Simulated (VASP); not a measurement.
# CsSnI3 (Pm-3m) in VASP: a series of runs

CsSnI3 is run at these levels: PBE; tasks: single point, relaxation of cell and atoms.

All numbers are computed with VASP 6.6.1; they aren't measurements. Logs are shortened: lines on timing, memory, paths and dates and some standing lists are left out, and cuts for length are marked.

## Step 1: The cell of the first run

Symmetry: Pm-3m, No. 221, cubic system. Conventional cell: a = 6.439 Å, b = 6.439 Å, c = 6.439 Å, α = 90.00°, β = 90.00°, γ = 90.00°. Sn (site symmetry m-3m) has 6 I at 3.22 Å within 4.2 Å. Within 4.2 Å of I (site symmetry 4/mmm) lie 2 Sn at 3.22 Å.

## Step 2: Single point, PBE

Input file INCAR:

```
SYSTEM = CsSnI3
ALGO     = Normal         ! electronic algorithm
EDIFF    = 1E-6           ! SCF threshold, eV
ENCUT    = 520            ! plane-wave cutoff, eV
GGA      = PE             ! functional
ISIF     = 2              ! what is computed and relaxed
ISMEAR   = 0              ! smearing method
LASPH    = .TRUE.         ! aspherical terms in the spheres
LCHARG   = .FALSE.        ! write CHGCAR
LREAL    = .FALSE.        ! projectors in reciprocal space
LWAVE    = .FALSE.        ! write WAVECAR
NBANDS   = 30             ! bands
NELM     = 60             ! most SCF steps
PREC     = Accurate       ! precision mode
SIGMA    = 0.02           ! smearing width, eV
```

Input file KPOINTS:

```
k-points
0
G
  6 6 6
  0 0 0
```

Input file POSCAR:

```
CsSnI3
1.0
    6.4386433941      0.0000000000      0.0000000000
    0.0000000000      6.4386433941      0.0000000000
    0.0000000000      0.0000000000      6.4386433941
Cs Sn I
1 1 3
Direct
    0.0000000000      0.0000000000      0.0000000000
    0.5000000000      0.5000000000      0.5000000000
    0.0000000000      0.5000000000      0.5000000000
    0.5000000000      0.0000000000      0.5000000000
    0.5000000000      0.5000000000      0.0000000000
```

Potentials or basis: VASP PAW PBE potentials, release 64 (Cs_sv, Sn_d, I).

Run with:

```
$ cat potpaw_PBE.64/Cs_sv/POTCAR potpaw_PBE.64/Sn_d/POTCAR potpaw_PBE.64/I/POTCAR > POTCAR
$ mpirun -np 1 vasp_std > vasp.out
```

OUTCAR:

```text
SYSTEM = CsSnI3
   EDIFF = 1E-6
   ENCUT = 520
   GGA = PE
   ISIF = 2
   ISMEAR = 0
   LASPH = .TRUE.
   LREAL = .FALSE.
   NELM = 60
   PREC = Accurate

 ion  position               nearest neighbor table
   1  0.000  0.000  0.000-
   2  0.500  0.500  0.500-   3 3.22   4 3.22   5 3.22   5 3.22   4 3.22   3 3.22
   3  0.000  0.500  0.500-   2 3.22   2 3.22
   4  0.500  0.000  0.500-   2 3.22   2 3.22
   5  0.500  0.500  0.000-   2 3.22   2 3.22

  LATTYP: Found a simple cubic cell.
 ALAT       =     6.4386433941

  Lattice vectors:

 A1 = (   6.4386433941,   0.0000000000,   0.0000000000)
 A2 = (   0.0000000000,   6.4386433941,   0.0000000000)
 A3 = (   0.0000000000,   0.0000000000,   6.4386433941)

Analysis of symmetry for initial positions (statically):
=====================================================================
 Subroutine PRICEL returns:
 Original cell was already a primitive cell.

 Routine SETGRP: Setting up the symmetry group for a
 simple cubic supercell.

 Subroutine GETGRP returns: Found 48 space group operations
 (whereof 48 operations were pure point group operations)
 out of a pool of 48 trial point group operations.

The static configuration has the point symmetry O_h .

Analysis of symmetry for dynamics (positions and initial velocities):
=====================================================================
 Subroutine PRICEL returns:
 Original cell was already a primitive cell.

 Routine SETGRP: Setting up the symmetry group for a
 simple cubic supercell.

 Subroutine GETGRP returns: Found 48 space group operations
 (whereof 48 operations were pure point group operations)
 out of a pool of 48 trial point group operations.

The dynamic configuration has the point symmetry O_h .

 Subroutine INISYM returns: Found 48 space group operations
 (whereof 48 operations are pure point group operations),
 and found     1 'primitive' translations

----------------------------------------------------------------------------------------

                                     Primitive cell

  volume of cell :     266.9212

  direct lattice vectors                    reciprocal lattice vectors
     6.438643394  0.000000000  0.000000000     0.155312220  0.000000000  0.000000000
     0.000000000  6.438643394  0.000000000     0.000000000  0.155312220  0.000000000
     0.000000000  0.000000000  6.438643394     0.000000000  0.000000000  0.155312220

  length of vectors
     6.438643394  6.438643394  6.438643394     0.155312220  0.155312220  0.155312220

  position of ions in fractional coordinates (direct lattice)
     0.000000000  0.000000000  0.000000000
     0.500000000  0.500000000  0.500000000
     0.000000000  0.500000000  0.500000000
     0.500000000  0.000000000  0.500000000
     0.500000000  0.500000000  0.000000000

  ion indices of the primitive-cell ions
   primitive index   ion index
                 1           1
                 2           2
                 3           3
                 4           4
                 5           5

----------------------------------------------------------------------------------------

 KPOINTS: k-points

Automatic generation of k-mesh.
 Grid dimensions read from file:
 generate k-points for:    6    6    6

 Generating k-lattice:

  Cartesian coordinates                     Fractional coordinates (reciprocal lattice)
     0.025885370  0.000000000  0.000000000     0.166666667  0.000000000  0.000000000
     0.000000000  0.025885370  0.000000000     0.000000000  0.166666667  0.000000000
     0.000000000  0.000000000  0.025885370     0.000000000  0.000000000  0.166666667

  Length of vectors
     0.025885370  0.025885370  0.025885370

  Shift w.r.t. Gamma in fractional coordinates (k-lattice)
     0.000000000  0.000000000  0.000000000

 Subroutine IBZKPT returns following result:
 ===========================================

 Found     20 irreducible k-points:

 Following reciprocal coordinates:
            Coordinates               Weight
  0.000000  0.000000  0.000000      1.000000
  0.166667  0.000000  0.000000      6.000000
  0.333333  0.000000  0.000000      6.000000
  0.500000  0.000000  0.000000      3.000000
  0.166667  0.166667  0.000000     12.000000
  0.333333  0.166667  0.000000     24.000000
[... 12 lines left out ...]
  0.500000  0.500000  0.333333      6.000000
  0.500000  0.500000  0.500000      1.000000
   k-points           NKPTS =     20   k-points in BZ     NKDIM =     20   number of bands    NBANDS=     30
   number of dos      NEDOS =    301   number of ions     NIONS =      5
   total plane-waves  NPLWV = 110592
   dimension x,y,z NGX =    48 NGY =   48 NGZ =   48
   dimension x,y,z NGXF=    96 NGYF=   96 NGZF=   96
   ions per type =               1   1   3
   NGX,Y,Z   is equivalent  to a cutoff of  12.39, 12.39, 12.39 a.u.
   NGXF,Y,Z  is equivalent  to a cutoff of  24.79, 24.79, 24.79 a.u.
 SYSTEM =  CsSnI3
   PREC   = accura    normal or accurate (medium, high low for compatibility)
   ISTART =      0    job   : 0-new  1-cont  2-samecut
   ICHARG =      2    charge: 1-file 2-atom 10-const
   ISPIN  =      1    spin polarized calculation?
   LNONCOLLINEAR =      F non collinear calculations
   LSORBIT =      F    spin-orbit coupling
   LASPH  =      T    aspherical Exc in radial PAW
   ENCUT  =  520.0 eV  38.22 Ry    6.18 a.u.  11.97 11.97 11.97*2*pi/ulx,y,z
   NELM   =     60;   NELMIN=  2; NELMDL= -5     # of ELM steps
   EDIFF  = 0.1E-05   stopping-criterion for ELM
   LREAL  =      F    real-space projection
[... 7 lines left out ...]
   TEBEG  =    0.0;   TEEND  =   0.0 temperature during run
   PSTRESS=    0.0 pullay stress
   NELECT =      44.0000    total number of electrons
   NUPDOWN=      -1.0000    fix difference up-down
   EMIN   =  10.00;   EMAX   =-10.00  energy-range for DOS
   EFERMI =   0.00;   METHOD = LEGACY
   ISMEAR =     0;   SIGMA  =   0.02  broadening in eV -4-tet -1-fermi 0-gaus
   EFERMI_NEDOS =   21; number of points for ismear=-14 and -15
   IALGO  =     38    algorithm
   IMIX   =      4    mixing-type and parameters
     AMIX     =   0.40;   BMIX     =  1.00
     AMIX_MAG =   1.60;   BMIX_MAG =  1.00
  volume/ion in A,a.u.               =      53.38       360.25
  Fermi-wavevector in a.u.,A,eV,Ry     =   0.897631  1.696277 10.962786  0.805742
  Thomas-Fermi vector in A             =   2.020240
   LORBIT       =      0    0 simple, 1 ext, 2 COOP (PROOUT), +10 PAW based schemes
   GGA     = PE    functional components
   LHFCALC =     F    Hartree Fock is set to
   AEXX    =    0.0000 exact exchange contribution
   IVDW    =     0    specifies the selected vdW correction
   LEPSILON=     F    determine dielectric tensor
   LRPA    =     F    only Hartree local field effects (RPA)
 non-spin polarized calculation
 Gauss-broadening in eV      SIGMA  =   0.02
  energy-cutoff  :      520.00
  volume of cell :      266.92
 maximum number of plane-waves:      7224
 NGX is ok and might be reduce to    48
   NGX = 23   NGY = 23   NGZ = 23

 number of electron      44.0000025 magnetization

 Free energy of the ion-electron system (eV)
  ---------------------------------------------------
  ext. energy  EPLUGINS =         0.00000000
  ---------------------------------------------------
  free energy    TOTEN  =       -13.97243134 eV

  energy without entropy =      -13.97243134  energy(sigma->0) =      -13.97243134

 E-fermi :   1.7236     XC(G=0):  -7.0800

 val. band max:        1.5968414963   @ k =   0.5000   0.5000   0.5000
 cond. band min:       2.3490402615   @ k =   0.5000   0.5000   0.5000
 fundamental gap:      0.7521987652
 Fermi energy:         1.7236399738

 k-point     1 :       0.0000    0.0000    0.0000
  band No.  band energies     occupation
      1     -20.2974      2.00000
      2     -20.2056      2.00000
      3     -20.2056      2.00000
      4     -20.1972      2.00000
      5     -20.1972      2.00000
      6     -20.1972      2.00000
[... 22 lines left out ...]
     29       6.0980      0.00000
     30       6.0980      0.00000

 k-point     2 :       0.1667    0.0000    0.0000
  band No.  band energies     occupation
      1     -20.2973      2.00000
      2     -20.2056      2.00000
      3     -20.2054      2.00000
      4     -20.1973      2.00000
      5     -20.1973      2.00000
      6     -20.1972      2.00000
[... 22 lines left out ...]
     29       5.8249      0.00000
     30       6.1655      0.00000

 k-point     3 :       0.3333    0.0000    0.0000
  band No.  band energies     occupation
      1     -20.2972      2.00000
      2     -20.2056      2.00000
      3     -20.2051      2.00000
      4     -20.1973      2.00000
      5     -20.1973      2.00000
      6     -20.1972      2.00000
[... 22 lines left out ...]
     29       6.0570      0.00000
     30       6.6325      0.00000

 k-point     4 :       0.5000    0.0000    0.0000
  band No.  band energies     occupation
      1     -20.2972      2.00000
      2     -20.2056      2.00000
      3     -20.2049      2.00000
      4     -20.1973      2.00000
      5     -20.1973      2.00000
      6     -20.1973      2.00000
[... 22 lines left out ...]
     29       6.3750      0.00000
     30       6.5718      0.00000

 k-point     5 :       0.1667    0.1667    0.0000
  band No.  band energies     occupation
      1     -20.2973      2.00000
      2     -20.2055      2.00000
      3     -20.2053      2.00000
      4     -20.1973      2.00000
      5     -20.1973      2.00000
      6     -20.1973      2.00000
[... 22 lines left out ...]
     29       6.0246      0.00000
     30       6.2504      0.00000
[... 394 lines left out ...]
     29       6.4124      0.00000
     30       7.0929      0.00000

 k-point    18 :       0.5000    0.3333    0.3333
  band No.  band energies     occupation
      1     -20.2969      2.00000
      2     -20.2048      2.00000
      3     -20.2046      2.00000
      4     -20.1974      2.00000
      5     -20.1974      2.00000
      6     -20.1974      2.00000
[... 22 lines left out ...]
     29       6.3805      0.00000
     30       6.9408      0.00000

 k-point    19 :       0.5000    0.5000    0.3333
  band No.  band energies     occupation
      1     -20.2969      2.00000
      2     -20.2047      2.00000
      3     -20.2045      2.00000
      4     -20.1974      2.00000
      5     -20.1974      2.00000
      6     -20.1974      2.00000
[... 22 lines left out ...]
     29       6.2280      0.00000
     30       7.0522      0.00000

 k-point    20 :       0.5000    0.5000    0.5000
  band No.  band energies     occupation
      1     -20.2969      2.00000
      2     -20.2045      2.00000
      3     -20.2045      2.00000
      4     -20.1974      2.00000
      5     -20.1974      2.00000
      6     -20.1974      2.00000
[... 22 lines left out ...]
     29       6.1206      0.00000
     30       7.2040      0.00000

------------------------ aborting loop because EDIFF is reached ----------------------------------------

  FORCE on cell =-STRESS in cart. coord.  units (eV):
  Direction    XX          YY          ZZ          XY          YZ          ZX
  --------------------------------------------------------------------------------------
  -------------------------------------------------------------------------------------
  Total       -1.5814239     -1.5814239     -1.5814239     -0.0000000      0.0000000     -0.0000000
  in kB       -9.4923941     -9.4923941     -9.4923941     -0.0000000      0.0000000     -0.0000000
  external PRESSURE =      -9.4923941 kB  Pullay stress =       0.0000000 kB

 VOLUME and BASIS-vectors are now :
 -----------------------------------------------------------------------------
  energy-cutoff  :      520.00
  volume of cell :      266.92
      direct lattice vectors                 reciprocal lattice vectors
     6.438643394  0.000000000  0.000000000     0.155312220  0.000000000  0.000000000
     0.000000000  6.438643394  0.000000000     0.000000000  0.155312220  0.000000000
     0.000000000  0.000000000  6.438643394     0.000000000  0.000000000  0.155312220

 POSITION                                       TOTAL-FORCE (eV/Angst)
 -----------------------------------------------------------------------------------
      0.00000      0.00000      0.00000         0.000000      0.000000      0.000000
      3.21932      3.21932      3.21932         0.000000      0.000000      0.000000
      0.00000      3.21932      3.21932         0.000000      0.000000      0.000000
      3.21932      0.00000      3.21932         0.000000      0.000000      0.000000
      3.21932      3.21932      0.00000         0.000000      0.000000      0.000000
 -----------------------------------------------------------------------------------
    total drift:                                0.000000     -0.000000     -0.000000

  FREE ENERGIE OF THE ION-ELECTRON SYSTEM (eV)
  ---------------------------------------------------
  free  energy   TOTEN  =       -13.9724313449 eV

  energy  without entropy=      -13.9724313449  energy(sigma->0) =      -13.97243134
```

Wall time 88 s (1 thread of AMD EPYC 9R45 (Zen 5), shared host); peak memory 0.39 GiB.

What came out:

| Item | Value |
| --- | --- |
| Free energy | -13.9724 eV |
| Pressure | -0.9 GPa |
| Band gap on the k mesh | 0.75 eV |

Levels at points of the mesh, in eV from the valence-band top:
| k point | band 18 | band 19 | band 20 | band 21 | band 22 | band 23 | band 24 | band 25 | band 26 | band 27 |
| --- | --- | --- | --- | --- | --- | --- | --- | --- | --- | --- |
| (0.00, 0.00, 0.00) | -1.66 | -1.66 | -1.56 | -1.56 | -1.56 | 2.66 | 3.78 | 3.78 | 4.13 | 4.13 |
| (0.50, 0.00, 0.00) | -1.86 | -1.78 | -1.64 | -1.64 | -1.21 | 1.42 | 4.03 | 4.24 | 4.24 | 4.37 |
| (0.50, 0.50, 0.00) | -1.91 | -1.91 | -1.91 | -1.19 | -0.60 | 1.13 | 1.13 | 3.98 | 4.59 | 4.79 |
| (0.50, 0.50, 0.50) | -1.90 | -1.18 | -1.18 | -1.18 | 0.00 | 0.75 | 0.75 | 0.75 | 3.55 | 4.52 |

Caveat: semilocal functionals underestimate gaps, and a narrow one can read as zero; spin-orbit coupling is left out, which moves the levels of the heavy elements. A k mesh can miss the band edges.

[end of part 1 of 2]

The gap in the log of VASP goes by the Fermi energy; the results here count the filled bands.